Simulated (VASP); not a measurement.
A run of VASP 6.6.1 is set up as follows.

The input POSCAR:

```
YN
1.0
    0.0000000000      2.4480481452      2.4480481452
    2.4480481452      0.0000000000      2.4480481452
    2.4480481452      2.4480481452      0.0000000000
Y N
1 1
Direct
    0.0000000000      0.0000000000      0.0000000000
    0.5000000000      0.5000000000      0.5000000000
```

INCAR.step1

```
SYSTEM = YN
PREC = Accurate
ENCUT = 500
EDIFF = 1E-8
ISMEAR = 0
SIGMA = 0.01
LREAL = .False.
LASPH = .True.
NELM = 60
ALGO = Normal
LWAVE = .True.
LCHARG = .False.
GGA = PE
```

File INCAR.step2:

```
SYSTEM = YN
PREC = Accurate
ENCUT = 500
EDIFF = 1E-8
ISMEAR = 0
SIGMA = 0.01
LREAL = .False.
LASPH = .True.
NELM = 1
ALGO = Exact
LWAVE = .True.
LCHARG = .False.
GGA = PE
NBANDS = 68
LOPTICS = .True.
ISTART = 1
```

The input INCAR.step3:

```
SYSTEM = YN
PREC = Accurate
ENCUT = 500
EDIFF = 1E-8
ISMEAR = 0
SIGMA = 0.01
LREAL = .False.
LASPH = .True.
ALGO = EVGW0
LWAVE = .False.
LCHARG = .False.
GGA = PE
NELMGW = 1
NBANDS = 68
ENCUTGW = 80.0
NOMEGA = 48
PRECFOCK = Fast
ISTART = 1
NBANDSGW = 16
```

The input KPOINTS:

```
regular mesh
0
Gamma
  4 4 4
  0 0 0
```

Potentials or basis: VASP PAW PBE potentials, release 64 (Y_sv_GW, N_GW).

The run is started by

```sh
$ cat potpaw_PBE.64/Y_sv_GW/POTCAR potpaw_PBE.64/N_GW/POTCAR > POTCAR
$ cp INCAR.step1 INCAR
$ mpirun -np 1 vasp_std > vasp.out
$ cp INCAR.step2 INCAR
$ mpirun -np 1 vasp_std > vasp.out
$ cp INCAR.step3 INCAR
$ mpirun -np 1 vasp_std > vasp.out
```

(1) Estimate the quasiparticle gap.

(2) What does it give for the least direct quasiparticle gap?

(3) What does it give for the band gap on the k mesh, mean-field level?

Answers

(1) 0.40 eV.

(2) 0.88 eV.

(3) 0.13 eV, indirect (least direct gap 0.53 eV).

Caveat: the k points lie up to 0.56 Å⁻¹ apart; bands, screening cutoff and mesh are small and nothing is extrapolated, so the quasiparticle values aren't converged.
